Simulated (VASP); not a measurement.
# BiTe3 (P6_3/mmc) in VASP: notebook

BiTe3 is run at these levels: PBE; tasks: relaxation of cell and atoms, single point.

All numbers are computed with VASP 6.6.1; they aren't measurements. Logs are shortened: lines on timing, memory, paths and dates and some standing lists are left out, and cuts for length are marked.

**1. The cell of the first run**

Symmetry: P6_3/mmc, No. 194, hexagonal system. The conventional cell has a = 7.972 Å, b = 7.972 Å, c = 6.262 Å, α = 90.00°, β = 90.00°, γ = 120.00°. Bi (site symmetry -6m2) has 12 Te at 3.82 to 3.99 Å within 5.0 Å. Within 5.0 Å of Te (site symmetry mm2) lie 8 Te at 3.78 to 4.19 Å and 4 Bi at 3.82 to 3.99 Å.

The cell was built from a structure type or drawn by symmetry, and may not be a known phase.

**2. Relaxation of cell and atoms, PBE**

Input file INCAR:

```
SYSTEM = BiTe3
PREC = Accurate
ENCUT = 600
EDIFF = 1E-7
ISMEAR = 0
SIGMA = 0.1
LREAL = .FALSE.
LASPH = .TRUE.
NELM = 60
ALGO = Normal
ISIF = 3
LWAVE = .FALSE.
LCHARG = .FALSE.
GGA = PE
IBRION = 2
NSW = 90
EDIFFG = -0.04
```

Input file KPOINTS:

```
regular mesh
0
G
  3 3 4
  0 0 0
```

Input file POSCAR:

```
BiTe3
1.0
    7.9723356800      0.0000000000      0.0000000000
   -3.9861678400      6.9042452200      0.0000000000
    0.0000000000      0.0000000000      6.2623943800
Bi Te
2 6
Direct
    0.6666666700      0.3333333300      0.2500000000
    0.3333333300      0.6666666700      0.7500000000
    0.3503951700      0.1751975900      0.7500000000
    0.8248024100      0.1751975900      0.7500000000
    0.8248024100      0.6496048300      0.7500000000
    0.6496048300      0.8248024100      0.2500000000
    0.1751975900      0.8248024100      0.2500000000
    0.1751975900      0.3503951700      0.2500000000
```

Potentials or basis: VASP PAW PBE potentials, release 64 (Bi_d, Te).

Run with:

```sh
$ cat potpaw_PBE.64/Bi_d/POTCAR potpaw_PBE.64/Te/POTCAR > POTCAR
$ mpirun -np 1 vasp_std > vasp.out
```

OUTCAR:

```text
SYSTEM = BiTe3
   PREC = Accurate
   ENCUT = 600
   EDIFF = 1E-7
   ISMEAR = 0
   LREAL = .FALSE.
   LASPH = .TRUE.
   NELM = 60
   ISIF = 3
   GGA = PE
   IBRION = 2
   NSW = 90
   EDIFFG = -0.04

 ion  position               nearest neighbor table
   1  0.667  0.333  0.250-
   2  0.333  0.667  0.750-
   3  0.350  0.175  0.750-
   4  0.825  0.175  0.750-
   5  0.825  0.650  0.750-
   6  0.650  0.825  0.250-
   7  0.175  0.825  0.250-
   8  0.175  0.350  0.250-

  LATTYP: Found a hexagonal cell.
 ALAT       =     7.9723356800
 C/A-ratio  =     0.7855156420

  Lattice vectors:

 A1 = (   7.9723356800,   0.0000000000,   0.0000000000)
 A2 = (  -3.9861678400,   6.9042452200,   0.0000000000)
 A3 = (   0.0000000000,   0.0000000000,   6.2623943800)

Analysis of symmetry for initial positions (statically):
=====================================================================
 Subroutine PRICEL returns:
 Original cell was already a primitive cell.

 Routine SETGRP: Setting up the symmetry group for a
 hexagonal supercell.

 Subroutine GETGRP returns: Found 24 space group operations
 (whereof 12 operations were pure point group operations)
 out of a pool of 24 trial point group operations.

The static configuration has the point symmetry D_3d.
 The point group associated with its full space group is D_6h.

Analysis of symmetry for dynamics (positions and initial velocities):
=====================================================================
 Subroutine PRICEL returns:
 Original cell was already a primitive cell.

 Routine SETGRP: Setting up the symmetry group for a
 hexagonal supercell.

 Subroutine GETGRP returns: Found 24 space group operations
 (whereof 12 operations were pure point group operations)
 out of a pool of 24 trial point group operations.

The dynamic configuration has the point symmetry D_3d.
 The point group associated with its full space group is D_6h.

 Subroutine INISYM returns: Found 24 space group operations
 (whereof 12 operations are pure point group operations),
 and found     1 'primitive' translations

----------------------------------------------------------------------------------------

                                     Primitive cell

  volume of cell :     344.7007

  direct lattice vectors                    reciprocal lattice vectors
     7.972335680  0.000000000  0.000000000     0.125433755  0.072419212  0.000000000
    -3.986167840  6.904245220  0.000000000     0.000000000  0.144838424  0.000000000
     0.000000000  0.000000000  6.262394380     0.000000000  0.000000000  0.159683332

  length of vectors
     7.972335680  7.972335674  6.262394380     0.144838424  0.144838424  0.159683332

  position of ions in fractional coordinates (direct lattice)
     0.666666670  0.333333330  0.250000000
     0.333333330  0.666666670  0.750000000
     0.350395170  0.175197590  0.750000000
     0.824802410  0.175197590  0.750000000
     0.824802410  0.649604830  0.750000000
     0.649604830  0.824802410  0.250000000
     0.175197590  0.824802410  0.250000000
     0.175197590  0.350395170  0.250000000

  ion indices of the primitive-cell ions
   primitive index   ion index
                 1           1
                 2           2
                 3           3
                 4           4
                 5           5
                 6           6
                 7           7
                 8           8

----------------------------------------------------------------------------------------

 KPOINTS: regular mesh

Automatic generation of k-mesh.
 Grid dimensions read from file:
 generate k-points for:    3    3    4

 Generating k-lattice:

  Cartesian coordinates                     Fractional coordinates (reciprocal lattice)
     0.041811252  0.024139737  0.000000000     0.333333333  0.000000000  0.000000000
     0.000000000  0.048279475  0.000000000     0.000000000  0.333333333  0.000000000
     0.000000000  0.000000000  0.039920833     0.000000000  0.000000000  0.250000000

  Length of vectors
     0.048279475  0.048279475  0.039920833

  Shift w.r.t. Gamma in fractional coordinates (k-lattice)
     0.000000000  0.000000000  0.000000000

 Subroutine IBZKPT returns following result:
 ===========================================

 Found      9 irreducible k-points:

 Following reciprocal coordinates:
            Coordinates               Weight
  0.000000  0.000000  0.000000      1.000000
  0.333333 -0.000000  0.000000      6.000000
  0.333333  0.333333  0.000000      2.000000
  0.000000  0.000000  0.250000      2.000000
  0.333333 -0.000000  0.250000     12.000000
  0.333333  0.333333  0.250000      4.000000
  0.000000  0.000000  0.500000      1.000000
  0.333333 -0.000000  0.500000      6.000000
  0.333333  0.333333  0.500000      2.000000
   k-points           NKPTS =      9   k-points in BZ     NKDIM =      9   number of bands    NBANDS=     39
   number of dos      NEDOS =    301   number of ions     NIONS =      8
   total plane-waves  NPLWV = 204800
   dimension x,y,z NGX =    64 NGY =   64 NGZ =   50
   dimension x,y,z NGXF=   128 NGYF=  128 NGZF=  100
   ions per type =               2   6
   NGX,Y,Z   is equivalent  to a cutoff of  13.35, 13.35, 13.27 a.u.
   NGXF,Y,Z  is equivalent  to a cutoff of  26.69, 26.69, 26.55 a.u.
 SYSTEM =  BiTe3
   PREC   = accura    normal or accurate (medium, high low for compatibility)
   ISTART =      0    job   : 0-new  1-cont  2-samecut
   ICHARG =      2    charge: 1-file 2-atom 10-const
   ISPIN  =      1    spin polarized calculation?
   LNONCOLLINEAR =      F non collinear calculations
   LSORBIT =      F    spin-orbit coupling
   LASPH  =      T    aspherical Exc in radial PAW
   ENCUT  =  600.0 eV  44.10 Ry    6.64 a.u.  15.92 15.92 12.51*2*pi/ulx,y,z
   NELM   =     60;   NELMIN=  2; NELMDL= -5     # of ELM steps
   EDIFF  = 0.1E-06   stopping-criterion for ELM
   LREAL  =      F    real-space projection
   EDIFFG = -.4E-01   stopping-criterion for IOM
   NSW    =     90    number of steps for IOM
   IBRION =      2    ionic relax: 0-MD 1-quasi-New 2-CG
   NFREE  =      1    steps in history (QN), initial steepest desc. (CG)
   ISIF   =      3    stress and relaxation
   ISYM   =      2    0-nonsym 1-usesym 2-fastsym
   POTIM  = 0.5000    time-step for ionic-motion
   TEBEG  =    0.0;   TEEND  =   0.0 temperature during run
   PSTRESS=    0.0 pullay stress
   NELECT =      66.0000    total number of electrons
   NUPDOWN=      -1.0000    fix difference up-down
   EMIN   =  10.00;   EMAX   =-10.00  energy-range for DOS
   EFERMI =   0.00;   METHOD = LEGACY
   ISMEAR =     0;   SIGMA  =   0.10  broadening in eV -4-tet -1-fermi 0-gaus
   EFERMI_NEDOS =   21; number of points for ismear=-14 and -15
   IALGO  =     38    algorithm
   IMIX   =      4    mixing-type and parameters
     AMIX     =   0.40;   BMIX     =  1.00
     AMIX_MAG =   1.60;   BMIX_MAG =  1.00
  volume/ion in A,a.u.               =      43.09       290.77
  Fermi-wavevector in a.u.,A,eV,Ry     =   0.943573  1.783094 12.113670  0.890330
  Thomas-Fermi vector in A             =   2.071293
   LORBIT       =      0    0 simple, 1 ext, 2 COOP (PROOUT), +10 PAW based schemes
   GGA     = PE    functional components
   LHFCALC =     F    Hartree Fock is set to
   AEXX    =    0.0000 exact exchange contribution
   IVDW    =     0    specifies the selected vdW correction
   LEPSILON=     F    determine dielectric tensor
   LRPA    =     F    only Hartree local field effects (RPA)
 conjugate gradient relaxation of ions
 non-spin polarized calculation
 Gauss-broadening in eV      SIGMA  =   0.10
  energy-cutoff  :      600.00
  volume of cell :      344.70
 maximum number of plane-waves:     11532
 NGX is ok and might be reduce to    64
   NGX = 31   NGY = 31   NGZ = 25

--------------------------------------- Ionic step        1  -------------------------------------------

 number of electron      66.0000003 magnetization

 Free energy of the ion-electron system (eV)
  ---------------------------------------------------
  ext. energy  EPLUGINS =         0.00000000
  ---------------------------------------------------
  free energy    TOTEN  =       -20.85074654 eV

  energy without entropy =      -20.78315300  energy(sigma->0) =      -20.81694977

 E-fermi :   3.4595     XC(G=0):  -8.4129

 val. band max:        3.4369409049   @ k =   0.3333  -0.0000   0.0000
 cond. band min:       3.4649724429   @ k =   0.3333  -0.0000   0.5000
 fundamental gap:      0.0280315380
 Fermi energy:         3.4594590196

 k-point     1 :       0.0000    0.0000    0.0000
  band No.  band energies     occupation
      1     -20.0554      2.00000
      2     -20.0551      2.00000
      3     -20.0521      2.00000
      4     -20.0521      2.00000
      5     -20.0518      2.00000
      6     -20.0518      2.00000
[... 486 lines left out ...]
  FREE ENERGIE OF THE ION-ELECTRON SYSTEM (eV)
  ---------------------------------------------------
  free  energy   TOTEN  =       -24.8765714142 eV

  energy  without entropy=      -24.8378083071  energy(sigma->0) =      -24.85718986

 E-fermi :   7.6134     XC(G=0): -10.0461

 val. band max:        7.6040933370   @ k =   0.3333   0.3333   0.0000
 cond. band min:       7.6335638138   @ k =   0.0000   0.0000   0.0000
 fundamental gap:      0.0294704768
 Fermi energy:         7.6133668895

 k-point     1 :       0.0000    0.0000    0.0000
  band No.  band energies     occupation
      1     -15.3952      2.00000
      2     -15.3939      2.00000
      3     -15.3939      2.00000
      4     -15.3926      2.00000
      5     -15.3918      2.00000
      6     -15.3918      2.00000
[... 367 lines left out ...]
     38      10.2371      0.00000
     39      10.5305      0.00000

[... ionic steps 4 to 16 ...]

--------------------------------------- Ionic step       17  -------------------------------------------

 number of electron      66.0000008 magnetization

------------------------ aborting loop because EDIFF is reached ----------------------------------------

  FORCE on cell =-STRESS in cart. coord.  units (eV):
  Direction    XX          YY          ZZ          XY          YZ          ZX
  --------------------------------------------------------------------------------------
  -------------------------------------------------------------------------------------
  Total        0.1515466      0.1515466     -0.0360378      0.0000000      0.0000000     -0.0000000
  in kB        0.9040800      0.9040800     -0.2149905      0.0000000      0.0000000     -0.0000000
  external PRESSURE =       0.5310565 kB  Pullay stress =       0.0000000 kB
[... 69 lines left out ...]
  energy  without entropy=      -25.7409079105  energy(sigma->0) =      -25.76809677

--------------------------------------- Ionic step       19  -------------------------------------------

 number of electron      66.0000009 magnetization

 Free energy of the ion-electron system (eV)
  ---------------------------------------------------
  ext. energy  EPLUGINS =         0.00000000
  ---------------------------------------------------
  free energy    TOTEN  =       -25.79652869 eV

  energy without entropy =      -25.74375299  energy(sigma->0) =      -25.77014084

 E-fermi :   6.1056     XC(G=0):  -9.3053

 val. band max:        6.0762253612   @ k =   0.0000   0.0000   0.2500
 cond. band min:       6.1275370574   @ k =   0.0000   0.0000   0.0000
 fundamental gap:      0.0513116962
 Fermi energy:         6.1055669214

 k-point     1 :       0.0000    0.0000    0.0000
  band No.  band energies     occupation
      1     -16.9801      2.00000
      2     -16.9799      2.00000
      3     -16.9723      2.00000
      4     -16.9723      2.00000
      5     -16.9723      2.00000
      6     -16.9723      2.00000
[... 402 lines left out ...]
  FREE ENERGIE OF THE ION-ELECTRON SYSTEM (eV)
  ---------------------------------------------------
  free  energy   TOTEN  =       -25.7965286896 eV

  energy  without entropy=      -25.7437529851  energy(sigma->0) =      -25.77014084

 reached required accuracy - stopping structural energy minimisation
```

It took 23 min on 1 thread of Intel Xeon 6975P-C (Granite Rapids), shared host; peak memory 0.58 GiB.

Results:

- Free energy: -25.7965 eV
- Relaxed volume: 33.74 Å³/atom
- Relaxed cell: a = 8.555 Å, b = 8.555 Å, c = 4.258 Å, α = 90.00°, β = 90.00°, γ = 120.00°
- Space group after relaxing (to 0.1 Å): P6_3/mmc (No. 194)
- Energy gained by relaxing: 618.2 meV/atom
- Ionic steps: 19
- Pressure after relaxing: 0.0 GPa
- Largest force after relaxing: 0.014 eV/Å
- Band gap on the k mesh: zero (bands 33 and 34 overlap by 0.93 eV)

Forces in eV/Å, atoms in the order of the input:
```
Bi   0.000  0.000  0.000
Bi   0.000  0.000  0.000
Te   0.012  0.007  0.000
Te  -0.012  0.007  0.000
Te   0.000 -0.014  0.000
Te  -0.012 -0.007  0.000
Te   0.012 -0.007  0.000
Te   0.000  0.014  0.000
```

The path:
```
step  energy change (eV)  largest force (eV/Å)  pressure (GPa)  volume (Å³)
   1              0.0000                0.4770           -7.79       344.70
   2             -3.9195                0.0140           -2.00       250.21
   3             -4.0258                0.1368            0.21       238.70
   4             -4.0266                0.1666            0.63       236.83
   5             -4.1967                0.2168            1.08       236.29
   6             -4.2414                0.2409            1.65       235.72
   7             -4.2818                0.3247            3.04       234.10
   8             -4.4450                0.3371            1.66       241.56
   9             -4.7263                0.1667           -1.39       263.94
  10             -4.8112                0.0808           -1.24       267.95
  11             -4.8519                0.0165           -1.13       270.26
  12             -4.9119                0.1514           -0.98       274.38
  13             -4.9108                0.1324           -1.01       273.80
  14             -4.9343                0.0704            0.23       266.09
  15             -4.9348                0.0787            0.07       267.05
  16             -4.9376                0.0700            0.06       267.43
  17             -4.9435                0.0438            0.05       268.57
  18             -4.9445                0.0054            0.03       270.79
  19             -4.9458                0.0140            0.04       269.88
```

Final structure:
```
CELL_PARAMETERS angstrom
8.55547 0.00000 0.00000
-4.27773 7.40925 0.00000
0.00000 0.00000 4.25751
ATOMIC_POSITIONS crystal
Bi 0.66667 0.33333 0.25000
Bi 0.33333 0.66667 0.75000
Te 0.34286 0.17143 0.75000
Te 0.82857 0.17143 0.75000
Te 0.82857 0.65714 0.75000
Te 0.65714 0.82857 0.25000
Te 0.17143 0.82857 0.25000
Te 0.17143 0.34286 0.25000
```

Caveat: the volume moved by over 15 % at a fixed basis, so the end points are rough; spin-orbit coupling is left out, which moves the levels of the heavy elements.

**3. Single point, PBE**

This run uses another cell than the first one, of 32.86 Å³/atom.

Input file INCAR:

```
PREC = Accurate ; ENCUT = 520
EDIFF = 1E-6 ; ISMEAR = 0
SIGMA = 0.1 ; LREAL = F
LASPH = T ; NELM = 100
ALGO = Normal ; ISIF = 2
LWAVE = F ; LCHARG = F
GGA = PE ; NBANDS = 43
```

Input file KPOINTS:

```
Automatic mesh
0
Gamma
  6 6 10
```

Input file POSCAR:

```
BiTe3
1.0
    8.3193762188      0.0000000000      0.0000000000
   -4.1596881094      7.2047911491      0.0000000000
    0.0000000000      0.0000000000      4.3863171738
Bi Te
2 6
Direct
    0.6666666667      0.3333333333      0.2500000000
    0.3333333333      0.6666666667      0.7500000000
    0.3396265400      0.1698132700      0.7500000000
    0.8301867300      0.1698132700      0.7500000000
    0.8301867300      0.6603734600      0.7500000000
    0.6603734600      0.8301867300      0.2500000000
    0.1698132700      0.8301867300      0.2500000000
    0.1698132700      0.3396265400      0.2500000000
```

Potentials or basis: VASP PAW PBE potentials, release 64 (Bi_d, Te).

Run with:

```sh
$ cat potpaw_PBE.64/Bi_d/POTCAR potpaw_PBE.64/Te/POTCAR > POTCAR
$ mpirun -np 1 vasp_std > vasp.out
```

Wall time 3.4 min (1 thread of Intel Xeon 6975P-C (Granite Rapids), shared host); peak memory 0.62 GiB.

Results (log left out):

- Free energy: -25.9835 eV
- Pressure: 0.0 GPa
- Largest force: 0.009 eV/Å
- Band gap on the k mesh: zero (bands 33 and 34 overlap by 1.02 eV)

Forces in eV/Å, atoms in the order of the input:
```
Bi   0.000  0.000  0.000
Bi   0.000  0.000  0.000
Te  -0.007 -0.004  0.000
Te   0.007 -0.004  0.000
Te   0.000  0.009  0.000
Te   0.007  0.004  0.000
Te  -0.007  0.004  0.000
Te   0.000 -0.009  0.000
```

Levels at points of the mesh, in eV from the Fermi level:
| k point | band 30 | band 31 | band 32 | band 33 | band 34 | band 35 | band 36 | band 37 |
| --- | --- | --- | --- | --- | --- | --- | --- | --- |
| (0.00, 0.00, 0.00) | -1.51 | -0.46 | -0.46 | -0.44 | -0.28 | -0.28 | 0.85 | 1.46 |
| (0.50, 0.00, 0.00) | -1.61 | -0.31 | -0.28 | -0.22 | -0.05 | 0.37 | 0.87 | 1.30 |
| (0.00, 0.00, 0.50) | -0.97 | -0.48 | -0.48 | -0.07 | -0.07 | -0.07 | -0.07 | 1.40 |
| (0.50, 0.00, 0.50) | -2.00 | -0.87 | -0.87 | -0.27 | -0.27 | 1.17 | 1.17 | 1.93 |

Caveat: spin-orbit coupling is left out, which moves the levels of the heavy elements.
